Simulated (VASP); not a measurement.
# CO2 in VASP: notebook, part 2 of 2

VASP 6.6.1.

**4. Single point, r2SCAN+D3(BJ)**

Input file POSCAR:

```
CO2
1.0
    8.5889170000      0.0000000000      0.0000000000
    0.0000000000      8.5889170000      0.0000000000
    0.0000000000      0.0000000000      8.5889170000
C O
12 24
Direct
    0.6535282621      0.8255289928      0.2699409017
    0.3053586383      0.2890236336      0.5982942902
    0.0181163702      0.8070633352      0.8939543833
    0.3661695648      0.0420076245      0.9532168025
    0.8923593044      0.1606488921      0.3182706271
    0.3494503440      0.5847302984      0.1725712334
    0.6831361859      0.4264216315      0.5491961326
   -0.0169520791      0.4490903801      0.0339740156
    0.0957862324      0.6223718310      0.4437812125
    1.0173110300      0.1749580302      0.7536107288
    0.6938360215      0.9357990070      0.6097392721
    0.4206933191      0.7014621285      0.7096238094
    0.5298688997      0.8734395733      0.2360949582
    0.7842315859      0.8050141828      0.2966497406
    0.2695450428      0.3299717531      0.7182046351
    0.3381450770      0.2550612609      0.4755896465
   -0.0298291391      0.8666284702      1.0037819669
    0.0604849249      0.7175992037      0.7979935072
    0.2680663930      0.0063919584      1.0390250599
    0.4435483542      0.0862623309      0.8459972311
    1.0073912695      0.1509503468      0.3870103763
    0.7956067104      0.1572142332      0.2160575076
    0.4688949724      0.5171664833      0.2055439586
    0.2298660006      0.6306499411      0.1436269555
    0.5980963607      0.4105756290      0.6501052461
    0.7598513293      0.4532585424      0.4413245581
    0.0986154599      0.3780569774      0.0518342417
   -0.1366412087      0.5135688236      0.0194902338
    0.0435212030      0.7491864225      0.4415923451
    0.1215752813      0.4886180644      0.4686504713
    1.0817429019      0.0536854647      0.7693053734
    0.9437278297      0.2821193871      0.7636702043
    0.7074582279      0.8147243710      0.6717494185
    0.7078075152      1.0452074458      0.5331172719
    0.4859867664      0.6615851568      0.8138395097
    0.3403688730      0.7147466904      0.5911571855
```

Input file INCAR.step1:

```
PREC = Accurate
ENCUT = 520
ISMEAR = -1
SIGMA = 0.02
LREAL = Auto
LASPH = T
NELM = 60
NBANDS = 120
GGA = PE
ALGO = Normal
EDIFF = 1E-4
LWAVE = T
LCHARG = F
```

Input file INCAR.step2:

```
PREC = Accurate
ENCUT = 520
EDIFF = 1E-6
ISMEAR = -1
SIGMA = 0.02
LREAL = Auto
LASPH = T
NELM = 60
ALGO = Normal
ISIF = 2
LWAVE = F
LCHARG = F
METAGGA = R2SCAN
LMIXTAU = T
IVDW = 12
VDW_S6 = 1.0
VDW_S8 = 0.78981345
VDW_A1 = 0.49484001
VDW_A2 = 5.73083694
NBANDS = 120
ISTART = 1
```

Input file KPOINTS:

```
Automatic mesh
0
Gamma
  1 1 1
```

Potentials or basis: VASP PAW PBE potentials, release 64 (C, O).

Command:

```console
$ cat potpaw_PBE.64/C/POTCAR potpaw_PBE.64/O/POTCAR > POTCAR
$ cp INCAR.step1 INCAR
$ mpirun -np 1 vasp_gam > vasp.out
$ cp INCAR.step2 INCAR
$ mpirun -np 1 vasp_gam > vasp.out
```

OUTCAR:

```text
PREC = Accurate
   ENCUT = 520
   EDIFF = 1E-6
   ISMEAR = -1
   LREAL = Auto
   LASPH = T
   NELM = 60
   ISIF = 2
   METAGGA = R2SCAN
   IVDW = 12
   ISTART = 1
 IVDW          = 12

 ion  position               nearest neighbor table
   1  0.654  0.826  0.270-  14 1.16  13 1.18
   2  0.305  0.289  0.598-  16 1.13  15 1.13
   3  0.018  0.807  0.894-  17 1.15  18 1.18
   4  0.366  0.042  0.953-  19 1.16  20 1.20
   5  0.892  0.161  0.318-  21 1.15  22 1.21
   6  0.349  0.585  0.173-  24 1.13  23 1.21
   7  0.683  0.426  0.549-  25 1.14  26 1.16
   8  0.983  0.449  0.034-  28 1.17  27 1.18
   9  0.096  0.622  0.444-  29 1.18  30 1.19
  10  0.017  0.175  0.754-  32 1.12  31 1.19
  11  0.694  0.936  0.610-  34 1.15  33 1.17
  12  0.421  0.701  0.710-  35 1.11  36 1.23
  13  0.530  0.873  0.236-   1 1.18
  14  0.784  0.805  0.297-   1 1.16
  15  0.270  0.330  0.718-   2 1.13
  16  0.338  0.255  0.476-   2 1.13
  17  0.970  0.867  0.004-   3 1.15
[... 17 lines left out ...]
  35  0.486  0.662  0.814-  12 1.11
  36  0.340  0.715  0.591-  12 1.23

  LATTYP: Found a simple cubic cell.
 ALAT       =     8.5889170000

  Lattice vectors:

 A1 = (   8.5889170000,   0.0000000000,   0.0000000000)
 A2 = (   0.0000000000,   8.5889170000,   0.0000000000)
 A3 = (   0.0000000000,   0.0000000000,   8.5889170000)

Analysis of symmetry for initial positions (statically):
=====================================================================
 Subroutine PRICEL returns:
 Original cell was already a primitive cell.

 Routine SETGRP: Setting up the symmetry group for a
 simple cubic supercell.

 Subroutine GETGRP returns: Found  1 space group operations
[... 177 lines left out ...]
   EFERMI_NEDOS =   21; number of points for ismear=-14 and -15
   IALGO  =     38    algorithm
   IMIX   =      4    mixing-type and parameters
     AMIX     =   0.40;   BMIX     =  1.00
     AMIX_MAG =   1.60;   BMIX_MAG =  1.00
  volume/ion in A,a.u.               =      17.60       118.77
  Fermi-wavevector in a.u.,A,eV,Ry     =   1.099605  2.077953 16.451238  1.209132
  Thomas-Fermi vector in A             =   2.236003
   LORBIT       =      0    0 simple, 1 ext, 2 COOP (PROOUT), +10 PAW based schemes
   METAGGA = R2SCAN    functional components
   LHFCALC =     F    Hartree Fock is set to
   AEXX    =    0.0000 exact exchange contribution
   IVDW    =    12    specifies the selected vdW correction
   LEPSILON=     F    determine dielectric tensor
   LRPA    =     F    only Hartree local field effects (RPA)
 non-spin polarized calculation
  energy-cutoff  :      520.00
  volume of cell :      633.60
 maximum number of plane-waves:      8536
 NGX is ok and might be reduce to    64
   NGX = 31   NGY = 31   NGZ = 31

 number of electron     192.0000016 magnetization

 Free energy of the ion-electron system (eV)
  ---------------------------------------------------
  ext. energy  EPLUGINS =         0.00000000
  ---------------------------------------------------
  free energy    TOTEN  =      -304.98909961 eV

  energy without entropy =     -304.98909961  energy(sigma->0) =     -304.98909961

 E-fermi :  -4.1709     XC(G=0):  -7.2105

 val. band max:       -4.6507958896   @ k =   0.0000   0.0000   0.0000
 cond. band min:       1.5475569524   @ k =   0.0000   0.0000   0.0000
 fundamental gap:      6.1983528420
 Fermi energy:        -4.1709313183

 k-point     1 :       0.0000    0.0000    0.0000
  band No.  band energies     occupation
      1     -27.5291      2.00000
      2     -27.5017      2.00000
      3     -27.4025      2.00000
      4     -27.1329      2.00000
      5     -27.0276      2.00000
      6     -26.8721      2.00000
[... 100 lines left out ...]
    107       3.6682      0.00000
    108       3.7282      0.00000
 [bands above 108 left out]

------------------------ aborting loop because EDIFF is reached ----------------------------------------

 Edisp (eV)   -1.04184

 E8    (eV) :    -0.1935

  FORCE on cell =-STRESS in cart. coord.  units (eV):
  Direction    XX          YY          ZZ          XY          YZ          ZX
  --------------------------------------------------------------------------------------
  -------------------------------------------------------------------------------------
  Total       6.04666     2.79379    11.11638    -1.43694     1.09626    -5.23199
  in kB      15.29012     7.06461    28.10988    -3.63358     2.77210   -13.23008
  external pressure =       16.82 kB  Pullay stress =        0.00 kB

 VOLUME and BASIS-vectors are now :
 -----------------------------------------------------------------------------
  energy-cutoff  :      520.00
  volume of cell :      633.60
      direct lattice vectors                 reciprocal lattice vectors
     8.588917000  0.000000000  0.000000000     0.116429114  0.000000000  0.000000000
     0.000000000  8.588917000  0.000000000     0.000000000  0.116429114  0.000000000
     0.000000000  0.000000000  8.588917000     0.000000000  0.000000000  0.116429114

 POSITION                                       TOTAL-FORCE (eV/Angst)
 -----------------------------------------------------------------------------------
      5.61310      7.09040      2.31850        -0.603810      1.730931     -0.938201
      2.62270      2.48240      5.13870         0.184595      0.154870     -0.573555
      0.15560      6.93180      7.67810         0.480871     -3.134055     -1.137713
      3.14500      0.36080      8.18710         0.333732      1.306983     -2.867114
      7.66440      1.37980      2.73360        -2.037519     -0.711046     -4.780416
      3.00140      5.02220      1.48220         6.629134     -4.221220      1.877923
[... 28 lines left out ...]
      4.17410      5.68230      6.99000         3.094023     -1.111346      5.671221
      2.92340      6.13890      5.07740         3.114651      0.486911      3.690039
 -----------------------------------------------------------------------------------
    total drift:                                0.033161     -0.018608      0.027792

  FREE ENERGIE OF THE ION-ELECTRON SYSTEM (eV)
  ---------------------------------------------------
  free  energy   TOTEN  =      -306.0309390540 eV

  energy  without entropy=     -306.0309390539  energy(sigma->0) =     -306.03093905
```

OSZICAR.step1:

```text
N       E                     dE             d eps       ncg     rms          rms(c)
DAV:   1     0.177759460474E+04    0.17776E+04   -0.11388E+05   256   0.152E+03
DAV:   2    -0.127556723268E+03   -0.19052E+04   -0.18526E+04   304   0.368E+02
DAV:   3    -0.289468449359E+03   -0.16191E+03   -0.16062E+03   272   0.115E+02
DAV:   4    -0.293323488490E+03   -0.38550E+01   -0.38316E+01   312   0.185E+01
DAV:   5    -0.293409123492E+03   -0.85635E-01   -0.85362E-01   296   0.267E+00    0.336E+01
DAV:   6    -0.274426399991E+03    0.18983E+02   -0.68463E+01   272   0.254E+01    0.153E+01
DAV:   7    -0.273080047279E+03    0.13464E+01   -0.33015E+00   288   0.624E+00    0.865E+00
DAV:   8    -0.272673572296E+03    0.40647E+00   -0.26873E+00   288   0.499E+00    0.200E+00
DAV:   9    -0.272620445308E+03    0.53127E-01   -0.20091E-01   280   0.155E+00    0.908E-01
DAV:  10    -0.272615552469E+03    0.48928E-02   -0.58386E-02   288   0.740E-01    0.237E-01
DAV:  11    -0.272615050339E+03    0.50213E-03   -0.40727E-03   304   0.298E-01    0.108E-01
DAV:  12    -0.272614606106E+03    0.44423E-03   -0.89521E-04   288   0.141E-01    0.607E-02
DAV:  13    -0.272614128515E+03    0.47759E-03   -0.53248E-04   256   0.144E-01    0.284E-02
DAV:  14    -0.272614061710E+03    0.66805E-04   -0.32820E-04   240   0.768E-02
   1 F= -.27261406E+03 E0= -.27261406E+03  d E =-.676080E-11
```

Wall time 4.2 min (1 thread of AMD EPYC 9R45 (Zen 5), shared host); peak memory 0.59 GiB.

What came out:

```yaml
Free_energy: -306.0309 eV
Pressure: 1.7 GPa
Largest_force: 10.976 eV/Å
Band_gap_on_the_k_mesh: 6.20 eV
Dispersion_energy_per_atom: -0.029 eV
```

Forces on the atoms (eV/Å):
```
C   -0.604  1.731 -0.938
C    0.185  0.155 -0.574
C    0.481 -3.134 -1.138
C    0.334  1.307 -2.867
C   -2.038 -0.711 -4.780
C    6.629 -4.221  1.878
C    0.780  0.776 -1.814
C   -0.478 -0.392  0.163
C   -1.812 -0.473  1.663
C    2.871 -5.909  1.288
C    1.598 -2.108  0.250
C   -6.370  0.535 -8.923
O   -0.062 -0.858  0.264
O    0.403 -0.942  0.372
O   -1.205  1.388  4.426
O    1.391 -1.557 -3.950
O   -0.719  1.520  1.170
O   -0.010  1.245  0.267
O    0.366 -0.327  0.884
O   -0.386 -1.112  2.095
O    0.665  0.274  1.732
O    1.498  0.474  2.895
O   -2.728  2.147 -0.836
O   -3.584  2.442 -0.942
O   -1.560 -0.727  2.408
O    0.952 -0.121 -0.665
O   -0.624  0.157 -0.215
O    0.827 -0.146  0.068
O    1.312 -1.023 -0.564
O    0.225  1.715 -1.081
O   -0.162  1.376 -1.213
O   -3.014  4.710 -0.502
O   -0.632  0.628  0.183
O   -0.737  1.803 -0.365
O    3.094 -1.111  5.671
O    3.115  0.487  3.690
```

Stress tensor (GPa, compression positive):
```
 1.53 -0.36 -1.32
-0.36  0.71  0.28
-1.32  0.28  2.81
```

Caveat: the k points lie up to 0.73 Å⁻¹ apart; the PAW data sets were made with another functional, which shifts forces and pressure a little.

**5. Single point, r2SCAN+D3(BJ)**

Input file POSCAR:

```
CO2
1.0
    8.5889170000      0.0000000000      0.0000000000
    0.0000000000      8.5889170000      0.0000000000
    0.0000000000      0.0000000000      8.5889170000
C O
12 24
Direct
    0.6650314586      0.8518769014      0.2763212172
    0.3048929219      0.3034026292      0.5906681832
    0.0139482079      0.7702600922      0.9096839567
    0.3274219555      0.0390386821      0.9475234188
    0.9085429513      0.1547692218      0.3087816543
    0.3555861583      0.5635634854      0.1625466866
    0.6774078734      0.4498588122      0.5300319004
   -0.0104669774      0.4283892835      0.0337528003
    0.0800566591      0.6013098043      0.4775456556
    0.9973667227      0.1929113997      0.7872005283
    0.7237932326      0.9558597434      0.6034870287
    0.4166299430      0.6932305901      0.6984699002
    0.5338740612      0.8792726720      0.2920857193
    0.7983660804      0.8302210861      0.2911426435
    0.2644920192      0.3336509131      0.7138501862
    0.3382382203      0.2548516885      0.4735172083
   -0.0213298138      0.8611446589      1.0037936098
    0.0690773936      0.7021839890      0.8021150979
    0.2601957849      0.0059611707      1.0642319631
    0.4195523138      0.0600424943      0.8473361659
    0.9989385158      0.1549438654      0.4017153734
    0.7851746617      0.1590538132      0.2387262562
    0.4897474268      0.5127771057      0.1821533495
    0.2358737429      0.6241415536      0.1479930473
    0.5981662182      0.4043816001      0.6254572026
    0.7685951558      0.4747513569      0.4368420372
    0.1116322349      0.3649936307      0.0434397026
   -0.1189323404      0.4977111783      0.0040633761
    0.0624991486      0.7374270819      0.4629338018
    0.1068469983      0.4747629998      0.4497656689
    1.0615308077      0.0749104922      0.7875614586
    0.9480589928      0.3161050456      0.7658940004
    0.7115216039      0.8465444479      0.6826821123
    0.7016134863      1.0748852271      0.5390551568
    0.4851717626      0.6652526739      0.8091241306
    0.3592420325      0.7328164890      0.5800731338
```

Input file INCAR.step1:

```
PREC = Accurate ; ENCUT = 520
ISMEAR = -1 ; SIGMA = 0.02
LREAL = Auto ; LASPH = True
NELM = 100 ; NBANDS = 120
GGA = PE ; ALGO = Normal
EDIFF = 1E-4 ; LWAVE = True
LCHARG = False
```

Input file INCAR.step2:

```
PREC = Accurate ; ENCUT = 520
EDIFF = 1E-6 ; ISMEAR = -1
SIGMA = 0.02 ; LREAL = Auto
LASPH = True ; NELM = 100
ALGO = Normal ; ISIF = 2
LWAVE = False ; LCHARG = False
METAGGA = R2SCAN ; LMIXTAU = True
IVDW = 12 ; VDW_S6 = 1.0
VDW_S8 = 0.78981345 ; VDW_A1 = 0.49484001
VDW_A2 = 5.73083694 ; NBANDS = 120
ISTART = 1
```

Input file KPOINTS:

```
regular mesh
0
Gamma
  1 1 1
```

Command:

```console
$ cat potpaw_PBE.64/C/POTCAR potpaw_PBE.64/O/POTCAR > POTCAR
$ cp INCAR.step1 INCAR
$ mpirun -np 1 vasp_gam > vasp.out
$ cp INCAR.step2 INCAR
$ mpirun -np 1 vasp_gam > vasp.out
```

Wall time 4.2 min (1 thread of AMD EPYC 9R45 (Zen 5), shared host); peak memory 0.59 GiB.

It converged, with:

```yaml
Free_energy: -305.7667 eV
Pressure: 2.2 GPa
Largest_force: 9.765 eV/Å
Band_gap_on_the_k_mesh: 6.33 eV
Dispersion_energy_per_atom: -0.029 eV
```

Forces on the atoms (eV/Å):
```
C    0.716  0.150  1.392
C   -0.539 -0.444  1.374
C    1.604  0.523 -1.884
C    1.142 -0.889  1.890
C   -8.653  0.291 -4.516
C    6.042 -1.507  1.021
C    0.937 -0.752 -0.446
C    4.252 -1.666 -0.168
C   -0.538  5.880 -1.883
C    0.655  0.465 -1.217
C   -1.988  1.652  0.262
C   -0.887  1.331 -2.774
O   -1.257  0.009 -0.813
O    0.376 -0.402 -0.723
O   -0.652  1.561  2.969
O    1.569 -1.277 -4.419
O   -0.780 -0.761  0.431
O   -0.981  0.119  1.589
O    0.512  0.853 -2.169
O   -1.337  0.003  0.377
O    5.181 -0.178  3.707
O    3.673  0.020  0.524
O   -5.465  1.708 -0.805
O   -0.384  0.171 -0.069
O   -2.811 -0.635  2.908
O    2.013  1.394 -2.502
O   -1.344 -0.170  0.568
O   -3.197  1.752  0.192
O   -0.348 -1.390  1.320
O    0.526 -4.076  0.348
O    0.310 -1.678  0.410
O   -1.327  0.987 -0.038
O    1.061 -0.869 -0.070
O    1.038 -0.734  0.083
O    0.672 -0.823  2.401
O    0.208 -0.619  0.732
```

Stress tensor (GPa, compression positive):
```
 0.99 -0.07 -0.32
-0.07  2.23  0.34
-0.32  0.34  3.38
```

Levels at points of the mesh, in eV from the valence-band top:
```
           k point  band 94  band 95  band 96  band 97  band 98  band 99
(0.00, 0.00, 0.00)    -0.10    -0.05     0.00     6.33     7.08     7.45
```

Caveat: the k points lie up to 0.73 Å⁻¹ apart; the PAW data sets were made with another functional, which shifts forces and pressure a little.

**6. Single point, r2SCAN+D3(BJ)**

Input file POSCAR:

```
CO2
1.0
    8.5889170000      0.0000000000      0.0000000000
    0.0000000000      8.5889170000      0.0000000000
    0.0000000000      0.0000000000      8.5889170000
C O
12 24
Direct
    0.6402553430      0.8762920867      0.2526395353
    0.3226134331      0.3022965526      0.5694315127
    0.0317152908      0.7709586668      0.9172285633
    0.3348268472      0.0624409341      0.9797742835
    0.9087059521      0.1594729580      0.3092822995
    0.3943686963      0.5264109550      0.1954844831
    0.6677442569      0.4718755578      0.5040798508
   -0.0150892132      0.4242909787      0.0460011431
    0.0615211441      0.6068401872      0.4676491809
    0.9810550038      0.1753888179      0.7332356338
    0.7266806746      0.9568144622      0.6341661003
    0.4075717579      0.7480570600      0.7422356043
    0.5235700846      0.9395713103      0.2303433599
    0.7412343139      0.8006830198      0.3037402737
    0.2670883884      0.3429652423      0.6870598470
    0.3800828440      0.2540366847      0.4612805084
   -0.0434629884      0.8749298660      0.9612504114
    0.1281651691      0.6862564861      0.8631123109
    0.2551893330      0.0178835120      1.0775980255
    0.4273530644      0.1012584008      0.8908690118
    1.0215956214      0.1213889947      0.3603015374
    0.7704347358      0.1754353896      0.2738179913
    0.5153734749      0.4549467645      0.2049501701
    0.3037053449      0.6253407735      0.1792775504
    0.5771274772      0.4343970258      0.5979566458
    0.7654864985      0.4744369983      0.4098770543
    0.1066257830      0.3503352052      0.0463737163
   -0.1271755217      0.4971639614      0.0220400314
    0.0327631528      0.7391269470      0.4844499021
    0.0795443710      0.4813179589      0.4467501549
    1.0548594194      0.0576556975      0.7129886108
    0.9351120752      0.3066393586      0.7301968339
    0.7287647558      0.8529364063      0.7154452651
    0.6816226074      1.0524260509      0.5521883609
    0.4772895116      0.6767325846      0.8298834416
    0.3607905397      0.8095549183      0.6314416591
```

INCAR.step1 is that of step 5.

Input file INCAR.step2:

```
PREC = Accurate ; ENCUT = 520
EDIFF = 1E-7 ; ISMEAR = -1
SIGMA = 0.02 ; LREAL = Auto
LASPH = True ; NELM = 100
ALGO = Normal ; ISIF = 2
LWAVE = False ; LCHARG = True
METAGGA = R2SCAN ; LMIXTAU = True
IVDW = 12 ; VDW_S6 = 1.0
VDW_S8 = 0.78981345 ; VDW_A1 = 0.49484001
VDW_A2 = 5.73083694 ; LELF = True
LVHAR = True ; NBANDS = 120
ISTART = 1
```

Input file KPOINTS:

```
Automatic mesh
0
Gamma
  1 1 1
```

Potentials or basis: VASP PAW PBE potentials, release 64 (C, O).

Command:

```console
$ cat potpaw_PBE.64/C/POTCAR potpaw_PBE.64/O/POTCAR > POTCAR
$ cp INCAR.step1 INCAR
$ mpirun -np 1 vasp_gam > vasp.out
$ cp INCAR.step2 INCAR
$ mpirun -np 1 vasp_gam > vasp.out
```

Run time: 4.6 min. Hardware: 1 thread of AMD EPYC 9R45 (Zen 5), shared host; peak memory 0.59 GiB.

Results (log left out):

```yaml
Free_energy: -305.5779 eV
Pressure: 1.7 GPa
Largest_force: 10.743 eV/Å
Band_gap_on_the_k_mesh: 5.93 eV
Dispersion_energy_per_atom: -0.029 eV
```

Forces in eV/Å, atoms in the order of the input:
```
C    -0.209  -0.890   1.693
C    -1.540   0.618   3.575
C     2.409   0.044  -1.283
C     0.598  -0.170   0.551
C   -10.412   0.880  -2.494
C     4.782  -0.726  -0.257
C     0.667  -2.000  -0.222
C     3.597  -1.884  -1.315
C    -1.827   8.231   1.034
C     2.399   0.583  -1.637
C    -2.023   0.748  -1.083
C     0.293   0.215  -2.198
O    -0.676   0.865  -1.123
O     0.904   0.040  -0.614
O    -0.157   0.353   0.011
O     1.306  -1.404  -3.662
O    -0.564  -0.714   0.463
O    -2.034   0.698   1.041
O    -1.830  -0.524   1.091
O     1.157   0.685  -1.722
O     5.936  -1.111   2.044
O     4.691   0.186   0.181
O    -3.494   0.835  -0.089
O    -1.456  -0.062   0.188
O    -0.234   1.255   0.567
O     0.085   1.132  -0.035
O    -3.784   2.025   0.657
O     0.104  -0.134   0.747
O     0.267  -0.097   0.212
O     1.687  -8.018  -1.325
O    -2.311   2.243   0.933
O    -0.093  -2.672   0.602
O     1.529  -3.452   2.821
O     0.476   2.560  -1.677
O     0.908  -1.402   3.029
O    -1.147   1.060  -0.705
```

Stress tensor (GPa, compression positive):
```
-0.19  0.67  0.44
 0.67  2.20 -1.72
 0.44 -1.72  3.17
```

Levels at points of the mesh, in eV from the valence-band top:
```csv
k point,band 94,band 95,band 96,band 97,band 98,band 99
"(0.00, 0.00, 0.00)",-0.20,-0.09,0.00,5.93,6.65,6.96
```

Caveat: the k points lie up to 0.73 Å⁻¹ apart; the PAW data sets were made with another functional, which shifts forces and pressure a little.
